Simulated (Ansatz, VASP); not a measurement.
**Two plane-wave programs on SbP5**

```xyz
6
Lattice="0.0000 3.7873 3.7873 3.7873 0.0000 3.7873 3.7873 3.7873 0.0000" Properties=species:S:1:pos:R:3 pbc="T T T"
Sb    0.0000    0.0000    0.0000
P     5.6810    5.6810    5.6810
P     2.9579    4.6167    4.6167
P     2.9579    2.9579    2.9579
P     4.6167    2.9579    4.6167
P     4.6167    4.6167    2.9579
```

Change from the starting cell: species swapped into the TbCu5 type (F-43m, No. 216).

Alike in both runs: task relaxation of cell and atoms; functional PBE; k mesh 8 × 8 × 8; occupations gaussian, width 0.1 eV; no spin polarisation.

|  | VASP | Ansatz |
| --- | --- | --- |
| version | VASP 6.6.1 | Ansatz 0.2.0 |
| potentials or method | VASP PAW PBE potentials, release 64 (Sb, P), cutoff 600 eV | scalar-relativistic, plane waves, PAW |
| valence electrons in the cell | 30 | 40 |

Ansatz gave:

```
gap on the k mesh at the Fermi level, each at its own relaxed structure (eV) : none
relaxed volume (Å³/atom)                                                     : 18.56
relaxed cell length with the largest relative difference (Å)                 : 5.401
```

Q: Which values does VASP return?

A: gap on the k mesh at the Fermi level, each at its own relaxed structure (eV): none; relaxed volume (Å³/atom): 18.62; relaxed cell length with the largest relative difference (Å): 5.406.

A gap of «none» marks a metal or a gap that the smearing closes. VASP's potentials hold 30 valence electrons a cell and Ansatz's 40, so a difference there can come from the potentials and not from the codes.

Spin-orbit coupling is off throughout.
